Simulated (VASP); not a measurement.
A run of VASP 6.6.1 is set up as follows.

INCAR

```
ALGO = Normal
EDIFF = 1E-8
ENCUT = 520
GGA = PE
IBRION = 8
ISIF = 2
ISMEAR = 0
LASPH = True
LCHARG = False
LEPSILON = True
LREAL = False
LWAVE = False
NELM = 80
NSW = 1
PREC = Accurate
SIGMA = 0.01
```

Contents of KPOINTS:

```
k-points
0
Gamma
  12 12 6
```

File POSCAR:

```
MgO
1.0
    3.3150359637      0.0000000000      0.0000000000
   -1.6575179818      2.8709053590      0.0000000000
    0.0000000000      0.0000000000      5.1200048931
Mg O
2 2
Direct
    0.3333333333      0.6666666667      0.0063082363
    0.6666666667      0.3333333333      0.5063082363
    0.3333333333      0.6666666667      0.3982917537
    0.6666666667      0.3333333333      0.8982917537
```

Potentials or basis: VASP PAW PBE potentials, release 64 (Mg, O).

The run is started by

```console
$ cat potpaw_PBE.64/Mg/POTCAR potpaw_PBE.64/O/POTCAR > POTCAR
$ mpirun -np 1 vasp_std > vasp.out
```

Task: Predict the electronic dielectric tensor (diagonal).

Result: 2.95, 2.95, 3.05.

Task: What does it give for the Born charges (mean of the diagonal)?

Result: Mg +1.83; O -1.83 e.

Task: Estimate the highest phonon frequency at Γ, LO-TO splitting left out.

Result: 520 cm⁻¹.

Phonon frequencies in cm⁻¹ (negative: imaginary):
| q point | frequencies |
| --- | --- |
| (0.000, 0.000, 0.000) | 0 0 0 187 187 430 433 499 499 503 503 520 |
